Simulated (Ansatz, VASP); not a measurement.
# Two plane-wave programs on BN

```
CELL_PARAMETERS angstrom
2.54233 0.00000 0.00000
-1.27116 2.20172 0.00000
0.00000 0.00000 4.16063
ATOMIC_POSITIONS crystal
B 0.33333 0.66667 0.99991
B 0.66667 0.33333 0.49991
N 0.33333 0.66667 0.37409
N 0.66667 0.33333 0.87409
```

Change from the starting cell: strained cell.

Alike in both runs: task relaxation of the atoms; functional PBEsol; k mesh 9 × 9 × 6; occupations gaussian, width 0.02 eV; no spin polarisation.

|  | VASP | Ansatz |
| --- | --- | --- |
| version | VASP 6.6.1 | Ansatz 0.2.0 |
| potentials or method | VASP PAW PBE potentials, release 64 (B, N), cutoff 520 eV | scalar-relativistic, plane waves, PAW |
| valence electrons in the cell | 16 | 16 |

```tsv
	VASP	Ansatz	Ansatz less VASP
gap on the k mesh at the Fermi level, each at its own relaxed structure (eV)	4.98	5.00	+0.013
```

VASP's potentials were made for PBE, not for PBEsol, and Ansatz warns of the same on its side. Ansatz's warnings: stress scf threshold loose.
